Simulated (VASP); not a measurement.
Write the native input for VASP 6.6.1 that does the following.

| Quantity | Value |
| --- | --- |
| Task | single point |
| Functional | PBE |
| Potentials or basis | VASP PAW PBE potentials, release 64 (C) |
| Cutoff | 520 eV |
| k mesh | 18 × 18 × 18 |
| Occupations | fermi-dirac, width 0.05 eV |
| Spin | no spin polarisation |
| Dipole correction | no |
| Further INCAR settings | ALGO = Normal; EDIFF = 1e-07; NBANDS = 11 |

The structure of C lies in POSCAR:

```
C
1.0
    0.0000000000      2.0957953747      3.4484400000
    1.2099843536      0.0000000000      3.4484400000
    1.2099843536      2.0957953747      0.0000000000
C
2
Direct
    0.1666700000      0.8333300000      0.1666700000
    0.8333300000      0.1666700000      0.8333300000
```

This cell differs from its parent crystal: z stretched by +3 % at fixed volume.

The input as run:

INCAR

```
SYSTEM = C
ALGO = Normal ; EDIFF = 1E-7
ENCUT = 520 ; GGA = PE
ISIF = 2 ; ISMEAR = -1
LASPH = .True. ; LCHARG = .True.
LELF = .True. ; LREAL = .False.
LVHAR = .True. ; LWAVE = .False.
NBANDS = 11 ; NELM = 60
PREC = Accurate ; SIGMA = 0.05
```

KPOINTS

```
k-points
0
Gamma
  18 18 18
  0 0 0
```

Potentials or basis: VASP PAW PBE potentials, release 64 (C).

The run is started by

```bash
$ cat potpaw_PBE.64/C/POTCAR > POTCAR
$ mpirun -np 1 vasp_std > vasp.out
```

Results of the run:

| Item | Value |
| --- | --- |
| Pressure | 17.7 GPa |
| Band gap on the k mesh | 0.06 eV, indirect (least direct gap 0.13 eV) |

Wall time 80 s on 1 thread of Intel(R) Xeon(R) 6975P-C (Granite Rapids), with other jobs on the host, peak memory 0.24 GiB.
